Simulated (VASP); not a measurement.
Write the native input for VASP 6.6.1 that does the following.

```yaml
Task: single point
Functional: PBEsol
Potentials_or_basis: VASP PAW PBE potentials, release 64 (Ca_sv)
Cutoff: 520 eV
k_mesh: 11 × 11 × 4
Occupations: fermi-dirac, width 0.1 eV
Spin: no spin polarisation
Dipole_correction: no
Further_INCAR_settings: ALGO = Normal; EDIFF = 1e-06; NBANDS = 22
```

The structure of Ca lies in POSCAR:

```
Ca
1.0
    0.0000000000      2.7279895927     -2.7279895927
   -2.7279895927      0.0000000000      2.7279895927
    5.4559791854      5.4559791854      5.4559791854
Ca
3
Direct
    0.0000000000      0.0000000000      0.0000000000
    0.3333333330      0.6666666670      0.3333333330
    0.6666666670      0.3333333330      0.6666666670
```

One way to write it, as run:

INCAR

```
SYSTEM = Ca
PREC = Accurate
ENCUT = 520
EDIFF = 1E-6
ISMEAR = -1
SIGMA = 0.1
LREAL = .FALSE.
LASPH = .TRUE.
NELM = 100
ALGO = Normal
ISIF = 2
LWAVE = .FALSE.
LCHARG = .FALSE.
GGA = PS
NBANDS = 22
```

KPOINTS

```
regular mesh
0
G
  11 11 4
  0 0 0
```

Potentials or basis: VASP PAW PBE potentials, release 64 (Ca_sv).

Launch:

```sh
$ cat potpaw_PBE.64/Ca_sv/POTCAR > POTCAR
$ mpirun -np 1 vasp_std > vasp.out
```

Results of the run:

```
Pressure               : 0.0 GPa
Band gap on the k mesh : zero (bands 15 and 16 overlap by 0.28 eV)
```

Caveat: the PAW data sets were made with another functional, which shifts forces and pressure a little.

It took 91 s on 1 thread of AMD EPYC 9R45 96-Core Processor (Zen 5), with other jobs on the host, peak memory 0.27 GiB.
